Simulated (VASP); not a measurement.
Wanted: the native input for a VASP 6.6.1 run.

- Task: single point
- Functional: PBE
- Potentials or basis: VASP PAW PBE potentials, release 64 (W_sv)
- Cutoff: 520 eV
- k mesh: 11 × 11 × 1, shifted
- Occupations: gaussian, width 0.1 eV
- Spin: no spin polarisation
- Dipole correction: yes
- Further INCAR settings: ALGO = Normal; EDIFF = 1e-06; NBANDS = 28

The structure of W lies in POSCAR:

```
W
1.0
    2.7571643597      0.0000000000      0.0000000000
   -0.9190547866      2.5994794874      0.0000000000
    0.0000000000      0.0000000000     18.5024305454
W
3
Direct
    0.5000000000      0.5000000000      0.3783286732
    0.0000000000      0.0000000000      0.4962884125
    0.5000000000      0.5000000000      0.6142538622
```

The input as run:

INCAR

```
SYSTEM = W
PREC = Accurate
ENCUT = 520
EDIFF = 1E-6
ISMEAR = 0
SIGMA = 0.1
LREAL = .FALSE.
LASPH = .TRUE.
NELM = 100
ALGO = Normal
ISIF = 2
LWAVE = .FALSE.
LCHARG = .FALSE.
LDIPOL = .TRUE.
IDIPOL = 3
DIPOL = 0.5 0.5 0.496
GGA = PE
NBANDS = 28
```

KPOINTS

```
Automatic mesh
0
Gamma
  11 11 1
  0.5 0.5 0
```

Potentials or basis: VASP PAW PBE potentials, release 64 (W_sv).

Run with:

```console
$ cat potpaw_PBE.64/W_sv/POTCAR > POTCAR
$ mpirun -np 1 vasp_std > vasp.out
```

It gave:

```yaml
Largest_force: 0.029 eV/Å
Band_gap_on_the_k_mesh: zero (band 21 reaches 2.12 eV, above the bottom of band 22 at 0.39 eV)
```

Caveat: spin-orbit coupling is left out, which moves the levels of the heavy elements.

Wall time 71 s on 1 thread of Intel(R) Xeon(R) 6975P-C (Granite Rapids), on a shared host, peak memory 0.31 GiB.
